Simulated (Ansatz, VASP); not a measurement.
# InP: VASP beside Ansatz

```
CELL_PARAMETERS angstrom
0.00000 2.98018 2.98018
2.98018 0.00000 2.98018
2.98018 2.98018 0.00000
ATOMIC_POSITIONS crystal
In 0.00000 0.00000 0.00000
P 0.75000 0.75000 0.75000
```

Alike in both runs: functional PBE; k mesh 10 × 10 × 10; occupations gaussian, width 0.02 eV; no spin polarisation.

Ansatz relaxed the structure, and its values are those at the end. VASP's run is a single point on that final structure, the one shown.

```csv
,VASP,Ansatz
version,VASP 6.6.1,Ansatz 0.2.0
potentials or method,"VASP PAW PBE potentials, release 64 (In_d, P), cutoff 500 eV","scalar-relativistic, plane waves, PAW"
valence electrons in the cell,18,18
```

|  | VASP | Ansatz | Ansatz less VASP |
| --- | --- | --- | --- |
| gap on the k mesh at the Fermi level (eV) | 0.44 | 0.44 | +0.003 |
| pressure (GPa) | -0.1 | 0.0 | +0.05 |

With one functional, cell and mesh, what is left measures potentials, basis and numerics.
